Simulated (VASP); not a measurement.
Runs of VASP 6.6.1 on BiTe. The structure is that of space group Fm-3m (No. 225), or close to it. The cells are those of the table. 

```csv
task,spin,cell,gap on the mesh (eV),pressure (GPa)
electric field gradients,"non-collinear, zero start, SOC","a = 4.575 Å, angles 60.0°, 2 atoms",-,1.9
electric field gradients,off,"a = 4.635 Å, angles 60.0°, 2 atoms",none,(a)
electric field gradients,off,"a = 4.544 Å, angles 60.0°, 2 atoms",none,1.8
single point,off,"a = 4.513 Å, angles 60.0°, 2 atoms",none,3.0
electric field gradients,off,"a = 4.513 Å, angles 60.0°, 2 atoms",none,3.0
```

Alike in all rows: level PBE; potentials or basis VASP PAW PBE potentials, release 64 (Bi_d, Te); k mesh 10 × 10 × 10; cutoff (eV) 520; smearing fermi-dirac 0.08 eV.

Q: Fill in the values left out.

A: (a) -1.1.

Caveats: spin-orbit coupling is left out, which moves the levels of the heavy elements (some runs).

A k mesh can miss the band edges, and rows without SOC leave out spin-orbit coupling on Bi, Te.

A gap of «none» marks levels without a gap at the run's occupations.
